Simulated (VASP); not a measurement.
Input of a VASP 6.6.1 run:

The input INCAR:

```
SYSTEM = Mo
  ALGO = Fast
  EDIFF = 1E-6
  ENCUT = 520
  GGA = CA
  ISIF = 2
  ISMEAR = 0
  LASPH = .TRUE.
  LCHARG = .FALSE.
  LREAL = .FALSE.
  LWAVE = .FALSE.
  NBANDS = 13
  NELM = 60
  PREC = Accurate
  SIGMA = 0.15
```

KPOINTS

```
k-points
0
G
  22 22 22
  0 0 0
```

The input POSCAR:

```
Mo
1.0
   -1.0772365717      1.4947568347      1.4947568347
    1.4947568347     -1.0772365717      1.4947568347
    1.4947568347      1.4947568347     -1.0772365717
Mo
1
Direct
    0.0000000000      0.0000000000      0.0000000000
```

Potentials or basis: VASP PAW LDA potentials, release 64 (Mo_sv).

Launch:

```bash
$ cat potpaw_LDA.64/Mo_sv/POTCAR > POTCAR
$ mpirun -np 1 vasp_std > vasp.out
```

**Question.** What does it give for the pressure?

**Answer.** 93.3 GPa.

**Question.** Estimate the band gap on the k mesh.

**Answer.** Zero (band 7 reaches 17.94 eV, above the bottom of band 8 at 14.55 eV).

Stress tensor (GPa, compression positive):
```
 93.29 -23.75 -23.75
-23.75  93.29 -23.75
-23.75 -23.75  93.29
```
